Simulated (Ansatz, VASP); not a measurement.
One calculation of SrCl2, two programs

```xyz
3
Lattice="0.0000 3.4855 3.4855 3.4855 0.0000 3.4855 3.4855 3.4855 0.0000" Properties=species:S:1:pos:R:3 pbc="T T T"
Sr    0.0000    0.0000    0.0000
Cl    1.6427    1.7428    1.7428
Cl    5.1282    5.2283    5.2283
```

Change from the starting cell: all Cl atoms moved -0.100 Å, as atom 2 along Cartesian [1 0 0].

Alike in both runs: task single point; functional r2SCAN; k mesh 6 × 6 × 6; occupations gaussian, width 0.05 eV; no spin polarisation.

|  | VASP | Ansatz |
| --- | --- | --- |
| version | VASP 6.6.1 | Ansatz 0.2.0 |
| potentials or method | VASP PAW PBE potentials, release 64 (Sr_sv, Cl), cutoff 520 eV | scalar-relativistic, plane waves, PAW |
| valence electrons in the cell | 24 | 24 |

```csv
,VASP,Ansatz,Ansatz less VASP
gap on the k mesh at the Fermi level (eV),5.96,5.96,0.000
least direct gap on the mesh (eV),5.98,5.98,-0.001
pressure (GPa),0.6,0.5,-0.04
"traceless stress, the component that is largest in VASP (GPa)",-0.05,-0.05,+0.002
rms of the force components (eV/Å),0.124,0.121,-0.0026
```

VASP's potentials were made for PBE, not for r2SCAN. Atom by atom the forces differ by 0.003 eV/Å (rms over components).
